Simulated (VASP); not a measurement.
A run of VASP 6.6.1 is set up as follows.

File INCAR:

```
  PREC = Accurate
  ENCUT = 520
  EDIFF = 1E-6
  ISMEAR = 0
  SIGMA = 0.02
  LREAL = F
  LASPH = T
  NELM = 80
  ALGO = Normal
  ISIF = 2
  LWAVE = F
  LCHARG = F
  GGA = PE
  NBANDS = 14
```

File KPOINTS:

```
regular mesh
0
Gamma
  8 8 8
```

POSCAR

```
NaCl
1.0
    0.0000000000      2.7292346914      2.7292346914
    2.7292346914      0.0000000000      2.7292346914
    2.7292346914      2.7292346914      0.0000000000
Na Cl
1 1
Direct
    0.0000000000      0.0000000000      0.0000000000
    0.5000000000      0.5000000000      0.5000000000
```

Potentials or basis: VASP PAW PBE potentials, release 64 (Na_pv, Cl).

The run is started by

```console
$ cat potpaw_PBE.64/Na_pv/POTCAR potpaw_PBE.64/Cl/POTCAR > POTCAR
$ mpirun -np 1 vasp_std > vasp.out
```

(1) Predict the band gap on the k mesh.

(2) What does it give for the pressure?

Results:

(1) 5.51 eV.

(2) 4.0 GPa.

Caveat: the cell stands under pressure.
